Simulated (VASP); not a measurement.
# Al: single point with PBEsol

Al:

```
Al
1.0
     4.72955    0.00000    0.00000
    -2.36477    4.09591    0.00000
     0.00000    0.00000    2.92107
Al
3
Direct
  0.00000 0.00000 0.00000
  0.33333 0.66667 0.50000
  0.66667 0.33333 0.50000
```

This cell differs from its parent crystal: volume scaled by 1.12.

```json
{
 "Program": "VASP 6.6.1",
 "Task": "single point",
 "Functional": "PBEsol",
 "Potentials or basis": "VASP PAW PBE potentials, release 64 (Al)",
 "Cutoff": "520 eV",
 "k mesh": "9 × 9 × 13",
 "Occupations": "fermi-dirac, width 0.1 eV",
 "Spin": "no spin polarisation"
}
```

- Pressure: -6.3 GPa

Stress tensor (GPa, compression positive):
```
-5.76  0.00  0.00
 0.00 -5.76  0.00
 0.00  0.00 -7.51
```

Levels at points of the mesh, in eV from the Fermi level:
```csv
k point,band 2,band 3,band 4,band 5,band 6,band 7
"(0.00, 0.00, 0.00)",-1.78,-1.78,-1.67,-1.67,-1.40,-1.30
```

Run time: 32 s on 1 thread of Intel(R) Xeon(R) Platinum 8259CL CPU @ 2.50GHz (Skylake/Cascade Lake) (shared host), peak memory 0.19 GiB.

Caveat: the PAW data sets were made with another functional, which shifts forces and pressure a little.
